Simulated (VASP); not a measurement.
An input for VASP 6.6.1 (Si (a cell with a defect)):

The input INCAR:

```
SYSTEM = Si
PREC     = Accurate       ! precision mode
ENCUT    = 520            ! plane-wave cutoff, eV
EDIFF    = 1E-7           ! SCF threshold, eV
ISMEAR   = 0              ! smearing method
SIGMA    = 0.02           ! smearing width, eV
LREAL    = Auto         
LASPH    = .True.         ! aspherical terms in the spheres
NELM     = 80             ! most SCF steps
ALGO     = Normal         ! electronic algorithm
ISIF     = 2              ! what is computed and relaxed
LWAVE    = .False.        ! write WAVECAR
LCHARG   = .True.         ! write CHGCAR
GGA      = PE             ! functional
LELF     = .True.         ! ELF
LVHAR    = .True.       
NELECT   = 126.0        
NBANDS   = 83             ! bands
```

The input KPOINTS:

```
Automatic mesh
0
Gamma
  2 2 2
  0.5 0.5 0.5
```

Contents of POSCAR:

```
Si
1.0
    5.4700937585      5.4700937585     -5.4700937585
   -5.4700937585     -5.4700937585     -5.4700937585
   -5.4700937585      5.4700937585      5.4700937585
Si
31
Direct
    0.2500000110      0.0000000000      0.1250048957
    0.5016511821      0.7524554755      0.0015162446
    0.7482556389      0.4982554450     -0.0039811932
    0.7517445187     -0.0000000914      0.4977632231
    0.0189933673      0.0000000000      0.2332719614
    0.2500001024      0.7689929434      0.2332725098
    0.4975443969      0.4991959225      0.2490606304
    0.7491958421      0.2475446601      0.2490608132
    0.0024555338      0.2516516281      0.0015160618
    0.4934261859      0.0000000914      0.7579775015
    0.7508039499      0.7483485075      0.7498645693
    0.0065737447      0.7565738692      0.5145509610
    0.2500001024      0.5017444163      0.4977633145
    0.4810068376      0.2310067351      0.4642790621
   -0.0016513428      0.5008043044      0.7498649349
    0.2499999196      0.2434261749      0.7579767702
    0.2499999196      0.2310060953      0.0167273184
    0.4810057407      0.0000000914      0.0167278668
    0.7508039499      0.7524551099      0.0009383751
    0.7491963906      0.2516513538      0.5001347547
   -0.0016510686      0.2475449343      0.2484832180
    0.4975448539      0.7483485075      0.2484834008
    0.7517443359      0.5017445991      0.2539808386
    0.0024551682      0.5008037560      0.0009384665
    0.4934260945      0.2434259921      0.7354490028
    0.7482554561      0.0000000914      0.7522364664
    0.0065739275     -0.0000000914      0.4920225537
    0.2500001024      0.7565739607      0.4920232849
    0.5016511821      0.4991960139      0.5001343891
    0.0189939158      0.7689941317      0.7857215415
    0.2499999196      0.4982556278      0.7522362836
```

Potentials or basis: VASP PAW PBE potentials, release 64 (Si).

The run is started by

```bash
$ cat potpaw_PBE.64/Si/POTCAR > POTCAR
$ mpirun -np 1 vasp_std > vasp.out
```

Problem. Does this run start?

Solution. The run stopped without a result. It printed:

OUTCAR:

```text
SYSTEM = Si
   PREC = Accurate
   ENCUT = 520
   EDIFF = 1E-7
   ISMEAR = 0
   LREAL = Auto
   LASPH = .True.
   NELM = 80
   ISIF = 2
   GGA = PE
[... 76 lines left out ...]
|     E        R     R  R     R  O     O  R     R     ###     ###     ###     |
|     E        R     R  R     R  O     O  R     R     ###     ###     ###     |
|     EEEEE    RRRRRR   RRRRRR   O     O  RRRRRR       #       #       #      |
|     E        R   R    R   R    O     O  R   R                               |
|     E        R    R   R    R   O     O  R    R      ###     ###     ###     |
|     EEEEEEE  R     R  R     R  OOOOOOO  R     R     ###     ###     ###     |
|                                                                             |
|     VERY BAD NEWS! internal error in subroutine INVGRP: inverse of          |
|     rotation matrix was not found (increase SYMPREC) 9                      |
|                                                                             |
|       ---->  I REFUSE TO CONTINUE WITH THIS SICK JOB ... BYE!!! <----       |
|                                                                             |
 -----------------------------------------------------------------------------
```

On the terminal:

```text
POSCAR found type information on POSCAR Si
 POSCAR found :  1 types and      31 ions
[... 18 lines left out ...]

1
```
